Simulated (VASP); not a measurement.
PbS:

```
Pb S
1.0
     3.70174    0.00000    0.00000
     0.00000    3.70174    0.00000
     0.00000    0.00000    3.70174
Pb S
1 1
Direct
  0.00000 0.00000 0.00000
  0.50000 0.50000 0.50000
```

Base run:

```yaml
Program: VASP 6.6.1
Functional: PBEsol
Potentials_or_basis: VASP PAW PBE potentials, release 64 (Pb_d, S)
Cutoff: 520 eV
k_mesh: 7 × 7 × 7
Occupations: fermi-dirac, width 0.05 eV
Spin: no spin polarisation
```

Its results: band gap on the k mesh 0.13 eV, indirect (least direct gap 1.26 eV); pressure -5.2 GPa.

**Question.** The run is repeated on the same cell with these changes: functional from PBEsol to r2SCAN; cutoff from 520 eV to 550 eV. What comes out?

**Answer.** Band gap on the k mesh 0.43 eV, indirect (least direct gap 1.62 eV); pressure -2.9 GPa.

r2SCAN gives the wider gap, since meta-GGAs in the generalised Kohn-Sham scheme recover part of the derivative discontinuity.

Caveats: the PAW data sets were made with another functional, which shifts forces and pressure a little; spin-orbit coupling is left out, which moves the levels of the heavy elements.

A k mesh can miss the band edges.
